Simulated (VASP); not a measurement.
# Zn3H10O3 in VASP: single point with PBE

Aim: the single point of Zn3H10O3 with PBE.

Everything below comes from runs of VASP 6.6.1. Logs are shortened: lines on timing, memory, paths and dates and some standing lists are left out, and cuts for length are marked.

## Step 1: The cell of the first run

The cell holds a wire with vacuum, 16 atoms: a = 13.200 Å, b = 14.300 Å, c = 5.293 Å, α = 90.00°, β = 90.00°, γ = 90.00°.

## Step 2: Single point, PBE

Input file INCAR:

```
SYSTEM = Zn3H10O3
PREC     = Accurate       ! precision mode
ENCUT    = 520            ! plane-wave cutoff, eV
EDIFF    = 1E-7           ! SCF threshold, eV
ISMEAR   = 0              ! smearing method
SIGMA    = 0.05           ! smearing width, eV
LREAL    = Auto         
LASPH    = .TRUE.         ! aspherical terms in the spheres
NELM     = 60             ! most SCF steps
ALGO     = Normal         ! electronic algorithm
ISIF     = 2              ! what is computed and relaxed
LWAVE    = .FALSE.        ! write WAVECAR
LCHARG   = .FALSE.        ! write CHGCAR
GGA      = PE             ! functional
NBANDS   = 46             ! bands
```

Input file KPOINTS:

```
regular mesh
0
G
  1 1 6
  0 0 0
```

Input file POSCAR:

```
Zn3H10O3
1.0
   13.2000000000      0.0000000000      0.0000000000
    0.0000000000     14.3000000000      0.0000000000
    0.0000000000      0.0000000000      5.2933196408
Zn O H
3 3 10
Direct
    0.5621116738      0.4925688556      0.4999697864
    0.4378883262      0.4263654249      0.9999697864
    0.5621116738      0.6249757169      0.9999697864
    0.4378883262      0.4263654249      0.3790402136
    0.5621116738      0.6249757169      0.3790402136
    0.5621116738      0.4925688556      0.8790402136
    0.6584475956      0.4412277137      0.4061882061
    0.4378883262      0.3236831412      0.9061882061
    0.3415524044      0.4777065668      0.9061882061
    0.4657757521      0.6763168588      0.9061882061
    0.6584475956      0.6763168588      0.9061882061
    0.4378883262      0.3621061893      0.4377293316
    0.3776006848      0.4584950428      0.4377293316
    0.5018240325      0.6571053347      0.4377293316
    0.6223993152      0.6571053347      0.4377293316
    0.6223993152      0.4604392378      0.9377293316
```

Potentials or basis: VASP PAW PBE potentials, release 64 (Zn, O, H).

Run with:

```bash
cat potpaw_PBE.64/Zn/POTCAR potpaw_PBE.64/O/POTCAR potpaw_PBE.64/H/POTCAR > POTCAR
mpirun -np 1 vasp_std > vasp.out
```

OUTCAR:

```text
SYSTEM = Zn3H10O3
   PREC = Accurate
   ENCUT = 520
   EDIFF = 1E-7
   ISMEAR = 0
   LREAL = Auto
   LASPH = .TRUE.
   NELM = 60
   ISIF = 2
   GGA = PE

 ion  position               nearest neighbor table
   1  0.562  0.493  0.500-   7 1.55   4 2.00   5 2.00   6 2.01
   2  0.438  0.426  1.000-   8 1.55   9 1.55   6 2.00   4 2.01
   3  0.562  0.625  1.000-  10 1.55  11 1.55   6 2.00   5 2.01
   4  0.438  0.426  0.379-  12 0.97  13 0.97   1 2.00   2 2.01
   5  0.562  0.625  0.379-  14 0.97  15 0.97   1 2.00   3 2.01
   6  0.562  0.493  0.879-  16 0.97   2 2.00   3 2.00   1 2.01
   7  0.658  0.441  0.406-   1 1.55
   8  0.438  0.324  0.906-   2 1.55
   9  0.342  0.478  0.906-   2 1.55
  10  0.466  0.676  0.906-   3 1.55
  11  0.658  0.676  0.906-   3 1.55
  12  0.438  0.362  0.438-   4 0.97
  13  0.378  0.458  0.438-   4 0.97
  14  0.502  0.657  0.438-   5 0.97
  15  0.622  0.657  0.438-   5 0.97
  16  0.622  0.460  0.938-   6 0.97

  LATTYP: Found a simple orthorhombic cell.
 ALAT       =     5.2933196408
 B/A-ratio  =     2.4937092214
 C/A-ratio  =     2.7015183232

  Lattice vectors:

 A1 = (   0.0000000000,   0.0000000000,   5.2933196408)
 A2 = (  13.2000000000,   0.0000000000,   0.0000000000)
 A3 = (   0.0000000000,  14.3000000000,   0.0000000000)

Analysis of symmetry for initial positions (statically):
=====================================================================
 Subroutine PRICEL returns:
 Original cell was already a primitive cell.

 Routine SETGRP: Setting up the symmetry group for a
 simple orthorhombic supercell.

 Subroutine GETGRP returns: Found  1 space group operations
 (whereof  1 operations were pure point group operations)
 out of a pool of  8 trial point group operations.

The static configuration has the point symmetry C_1 .

Analysis of symmetry for dynamics (positions and initial velocities):
=====================================================================
 Subroutine PRICEL returns:
 Original cell was already a primitive cell.

 Routine SETGRP: Setting up the symmetry group for a
 simple orthorhombic supercell.

 Subroutine GETGRP returns: Found  1 space group operations
 (whereof  1 operations were pure point group operations)
 out of a pool of  8 trial point group operations.

The dynamic configuration has the point symmetry C_1 .

 Subroutine INISYM returns: Found  1 space group operations
 (whereof  1 operations are pure point group operations),
 and found     1 'primitive' translations

----------------------------------------------------------------------------------------

                                     Primitive cell

  volume of cell :     999.1670

  direct lattice vectors                    reciprocal lattice vectors
    13.200000000  0.000000000  0.000000000     0.075757576  0.000000000  0.000000000
     0.000000000 14.300000000  0.000000000     0.000000000  0.069930070  0.000000000
     0.000000000  0.000000000  5.293319641     0.000000000  0.000000000  0.188917365

  length of vectors
    13.200000000 14.300000000  5.293319641     0.075757576  0.069930070  0.188917365

  position of ions in fractional coordinates (direct lattice)
     0.562111674  0.492568856  0.499969786
     0.437888326  0.426365425  0.999969786
     0.562111674  0.624975717  0.999969786
     0.437888326  0.426365425  0.379040214
     0.562111674  0.624975717  0.379040214
     0.562111674  0.492568856  0.879040214
[... 8 lines left out ...]
     0.622399315  0.657105335  0.437729332
     0.622399315  0.460439238  0.937729332

  ion indices of the primitive-cell ions
   primitive index   ion index
                 1           1
                 2           2
                 3           3
                 4           4
                 5           5
                 6           6
[... 8 lines left out ...]
                15          15
                16          16

----------------------------------------------------------------------------------------

 KPOINTS: regular mesh

Automatic generation of k-mesh.
 Grid dimensions read from file:
 generate k-points for:    1    1    6

 Generating k-lattice:

  Cartesian coordinates                     Fractional coordinates (reciprocal lattice)
     0.075757576  0.000000000  0.000000000     1.000000000  0.000000000  0.000000000
     0.000000000  0.069930070  0.000000000     0.000000000  1.000000000  0.000000000
     0.000000000  0.000000000  0.031486228     0.000000000  0.000000000  0.166666667

  Length of vectors
     0.075757576  0.069930070  0.031486228

  Shift w.r.t. Gamma in fractional coordinates (k-lattice)
     0.000000000  0.000000000  0.000000000

 Subroutine IBZKPT returns following result:
 ===========================================

 Found      4 irreducible k-points:

 Following reciprocal coordinates:
            Coordinates               Weight
  0.000000  0.000000  0.000000      1.000000
  0.000000  0.000000  0.166667      2.000000
  0.000000  0.000000  0.333333      2.000000
  0.000000  0.000000  0.500000      1.000000
   k-points           NKPTS =      4   k-points in BZ     NKDIM =      4   number of bands    NBANDS=     46
   number of dos      NEDOS =    301   number of ions     NIONS =     16
   total plane-waves  NPLWV = 423360
   dimension x,y,z NGX =    98 NGY =  108 NGZ =   40
   dimension x,y,z NGXF=   196 NGYF=  216 NGZF=   80
   ions per type =               3   3  10
   NGX,Y,Z   is equivalent  to a cutoff of  12.34, 12.56, 12.56 a.u.
   NGXF,Y,Z  is equivalent  to a cutoff of  24.69, 25.11, 25.13 a.u.
 SYSTEM =  Zn3H10O3
   PREC   = accura    normal or accurate (medium, high low for compatibility)
   ISTART =      0    job   : 0-new  1-cont  2-samecut
   ICHARG =      2    charge: 1-file 2-atom 10-const
   ISPIN  =      1    spin polarized calculation?
   LNONCOLLINEAR =      F non collinear calculations
   LSORBIT =      F    spin-orbit coupling
   LASPH  =      T    aspherical Exc in radial PAW
   ENCUT  =  520.0 eV  38.22 Ry    6.18 a.u.  24.54 26.59  9.84*2*pi/ulx,y,z
   NELM   =     60;   NELMIN=  2; NELMDL= -5     # of ELM steps
   EDIFF  = 0.1E-06   stopping-criterion for ELM
   LREAL  =      T    real-space projection
   EDIFFG = 0.1E-05   stopping-criterion for IOM
   NSW    =      0    number of steps for IOM
   IBRION =     -1    ionic relax: 0-MD 1-quasi-New 2-CG
   NFREE  =      0    steps in history (QN), initial steepest desc. (CG)
   ISIF   =      2    stress and relaxation
   ISYM   =      2    0-nonsym 1-usesym 2-fastsym
   POTIM  = 0.5000    time-step for ionic-motion
   TEBEG  =    0.0;   TEEND  =   0.0 temperature during run
   PSTRESS=    0.0 pullay stress
   NELECT =      64.0000    total number of electrons
   NUPDOWN=      -1.0000    fix difference up-down
   EMIN   =  10.00;   EMAX   =-10.00  energy-range for DOS
   EFERMI =   0.00;   METHOD = LEGACY
   ISMEAR =     0;   SIGMA  =   0.05  broadening in eV -4-tet -1-fermi 0-gaus
   EFERMI_NEDOS =   21; number of points for ismear=-14 and -15
   IALGO  =     38    algorithm
   IMIX   =      4    mixing-type and parameters
     AMIX     =   0.40;   BMIX     =  1.00
     AMIX_MAG =   1.60;   BMIX_MAG =  1.00
  volume/ion in A,a.u.               =      62.45       421.42
  Fermi-wavevector in a.u.,A,eV,Ry     =   0.655021  1.237811  5.837620  0.429053
  Thomas-Fermi vector in A             =   1.725765
   LORBIT       =      0    0 simple, 1 ext, 2 COOP (PROOUT), +10 PAW based schemes
   GGA     = PE    functional components
   LHFCALC =     F    Hartree Fock is set to
   AEXX    =    0.0000 exact exchange contribution
   IVDW    =     0    specifies the selected vdW correction
   LEPSILON=     F    determine dielectric tensor
   LRPA    =     F    only Hartree local field effects (RPA)
 non-spin polarized calculation
 Gauss-broadening in eV      SIGMA  =   0.05
  energy-cutoff  :      520.00
  volume of cell :      999.17
 maximum number of plane-waves:     26936
 NGX is ok and might be reduce to    98
   NGX = 49   NGY = 53   NGZ = 19

 number of electron      64.0000040 magnetization

 Free energy of the ion-electron system (eV)
  ---------------------------------------------------
  ext. energy  EPLUGINS =         0.00000000
  ---------------------------------------------------
  free energy    TOTEN  =       -55.36397813 eV

  energy without entropy =      -55.36397813  energy(sigma->0) =      -55.36397813

 E-fermi :  -4.2393     XC(G=0):  -2.0731

 val. band max:       -4.4611792145   @ k =   0.0000   0.0000   0.0000
 cond. band min:      -2.4235056992   @ k =   0.0000   0.0000   0.5000
 fundamental gap:      2.0376735153
 Fermi energy:        -4.2393006978

 k-point     1 :       0.0000    0.0000    0.0000
  band No.  band energies     occupation
      1     -28.5960      2.00000
      2     -28.5450      2.00000
      3     -25.1221      2.00000
      4     -16.3865      2.00000
      5     -16.2586      2.00000
      6     -13.9342      2.00000
[... 36 lines left out ...]
     43       1.6291      0.00000
     44       1.7936      0.00000

 k-point     2 :       0.0000    0.0000    0.1667
  band No.  band energies     occupation
      1     -28.5948      2.00000
      2     -28.5443      2.00000
      3     -25.1213      2.00000
      4     -16.3866      2.00000
      5     -16.2589      2.00000
      6     -13.9547      2.00000
[... 36 lines left out ...]
     43       1.5666      0.00000
     44       1.8414      0.00000

 k-point     3 :       0.0000    0.0000    0.3333
  band No.  band energies     occupation
      1     -28.5926      2.00000
      2     -28.5427      2.00000
      3     -25.1197      2.00000
      4     -16.3869      2.00000
      5     -16.2595      2.00000
      6     -13.9961      2.00000
[... 36 lines left out ...]
     43       1.7363      0.00000
     44       1.9922      0.00000

 k-point     4 :       0.0000    0.0000    0.5000
  band No.  band energies     occupation
      1     -28.5915      2.00000
      2     -28.5420      2.00000
      3     -25.1189      2.00000
      4     -16.3870      2.00000
      5     -16.2598      2.00000
      6     -14.0170      2.00000
[... 36 lines left out ...]
     43       1.9414      0.00000
     44       2.0712      0.00000
 [bands above 44 left out]

------------------------ aborting loop because EDIFF is reached ----------------------------------------

  FORCE on cell =-STRESS in cart. coord.  units (eV):
  Direction    XX          YY          ZZ          XY          YZ          ZX
  --------------------------------------------------------------------------------------
  -------------------------------------------------------------------------------------
  Total        7.5529044      7.9331745      5.8189763      0.3238446      0.0587867     -0.1011479
  in kB       12.1111807     12.7209486      9.3308044      0.5192890      0.0942652     -0.1621921
  external PRESSURE =      11.3876446 kB  Pullay stress =       0.0000000 kB

 VOLUME and BASIS-vectors are now :
 -----------------------------------------------------------------------------
  energy-cutoff  :      520.00
  volume of cell :      999.17
      direct lattice vectors                 reciprocal lattice vectors
    13.200000000  0.000000000  0.000000000     0.075757576  0.000000000  0.000000000
     0.000000000 14.300000000  0.000000000     0.000000000  0.069930070  0.000000000
     0.000000000  0.000000000  5.293319641     0.000000000  0.000000000  0.188917365

 POSITION                                       TOTAL-FORCE (eV/Angst)
 -----------------------------------------------------------------------------------
      7.41987      7.04373      2.64650         1.846009     -1.064999      0.813253
      5.78013      6.09703      5.29316        -1.031405     -0.718448     -1.915981
      7.41987      8.93715      5.29316         0.102894      1.257448     -1.916367
      5.78013      6.09703      2.00638        -0.236961      0.457427      0.516844
      7.41987      8.93715      2.00638        -0.512857     -0.023869      0.518996
      7.41987      7.04373      4.65304         0.083220     -0.052152      0.276467
[... 8 lines left out ...]
      8.21567      9.39661      2.31704         0.394779      0.445868      0.587803
      8.21567      6.58428      4.96370         0.314142     -0.180799     -0.076040
 -----------------------------------------------------------------------------------
    total drift:                                0.002933     -0.003900     -0.008486

  FREE ENERGIE OF THE ION-ELECTRON SYSTEM (eV)
  ---------------------------------------------------
  free  energy   TOTEN  =       -55.3639781267 eV

  energy  without entropy=      -55.3639781267  energy(sigma->0) =      -55.36397813
```

Run time: 5.9 min. Hardware: 1 thread of Intel Xeon Platinum 8488C (Sapphire Rapids), shared host; peak memory 0.84 GiB.

What came out:

```yaml
Free_energy: -55.3640 eV
Largest_force: 2.294 eV/Å
Band_gap_on_the_k_mesh: 2.04 eV, indirect (least direct gap 2.09 eV)
```

Forces in eV/Å, atoms in the order of the input:
```
Zn   1.846 -1.065  0.813
Zn  -1.031 -0.718 -1.916
Zn   0.103  1.257 -1.916
O   -0.237  0.457  0.517
O   -0.513 -0.024  0.519
O    0.083 -0.052  0.276
H    0.094 -0.055 -0.293
H    0.488 -0.796 -0.018
H   -0.374  0.778 -0.045
H   -0.861 -0.067 -0.045
H    0.932 -0.026 -0.018
H   -0.188 -0.563  0.588
H   -0.782 -0.140  0.514
H   -0.269  0.748  0.513
H    0.395  0.446  0.588
H    0.314 -0.181 -0.076
```

Levels at points of the mesh, in eV from the valence-band top:
```
           k point  band 28  band 29  band 30  band 31  band 32  band 33  band 34  band 35  band 36  band 37
(0.00, 0.00, 0.00)    -2.86    -2.05    -1.85    -0.49     0.00     2.94     4.03     4.05     4.54     4.92
(0.00, 0.00, 0.50)    -2.11    -1.82    -1.62    -0.56    -0.05     2.04     2.84     3.29     4.76     5.16
```
